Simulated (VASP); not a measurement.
Write the native input for VASP 6.6.1 that does the following.

```yaml
Task: relaxation of cell and atoms
Functional: LDA
Potentials_or_basis: VASP PAW LDA potentials, release 64 (Ge_d, W_sv)
Cutoff: 600 eV
k_mesh: 9 × 9 × 9
Occupations: fermi-dirac, width 0.05 eV
Spin: no spin polarisation
Dipole_correction: no
Further_INCAR_settings: ALGO = Normal; EDIFF = 1e-06; IBRION = 2; EDIFFG = -0.01; NSW = 60; ISIF = 3
```

The structure of GeW lies in POSCAR:

```
GeW
1.0
    0.0000000000      2.5776100000      2.5776100000
    2.5776100000      0.0000000000      2.5776100000
    2.5776100000      2.5776100000      0.0000000000
Ge W
1 1
Direct
    0.5000000000      0.5000000000      0.5000000000
    0.0000000000      0.0000000000      0.0000000000
```

These files were run (other wordings do the same):

INCAR

```
SYSTEM = GeW
PREC = Accurate
ENCUT = 600
EDIFF = 1E-6
ISMEAR = -1
SIGMA = 0.05
LREAL = .FALSE.
LASPH = .TRUE.
NELM = 80
ALGO = Normal
ISIF = 3
LWAVE = .FALSE.
LCHARG = .FALSE.
IBRION = 2
NSW = 60
EDIFFG = -0.01
```

KPOINTS

```
Automatic mesh
0
G
  9 9 9
  0 0 0
```

Potentials or basis: VASP PAW LDA potentials, release 64 (Ge_d, W_sv).

Run with:

```bash
$ cat potpaw_LDA.64/Ge_d/POTCAR potpaw_LDA.64/W_sv/POTCAR > POTCAR
$ mpirun -np 1 vasp_std > vasp.out
```

Results of the run:

```json
{
  "Relaxed volume": "16.30 Å³/atom",
  "Relaxed cell": "a = 3.586 Å, b = 3.586 Å, c = 3.586 Å, α = 60.00°, β = 60.00°, γ = 60.00°",
  "Space group after relaxing (to 0.05 Å)": "Fm-3m (No. 225)",
  "Energy gained by relaxing": "23.5 meV/atom",
  "Ionic steps": "10",
  "Pressure after relaxing": "-0.1 GPa",
  "Band gap on the k mesh": "zero (band 14 reaches 10.07 eV, above the bottom of band 15 at 8.24 eV)"
}
```

Caveat: spin-orbit coupling is left out, which moves the levels of the heavy elements.

Run time: 6.3 min on 1 thread of AMD EPYC 7R13, with other jobs on the host, peak memory 0.14 GiB.
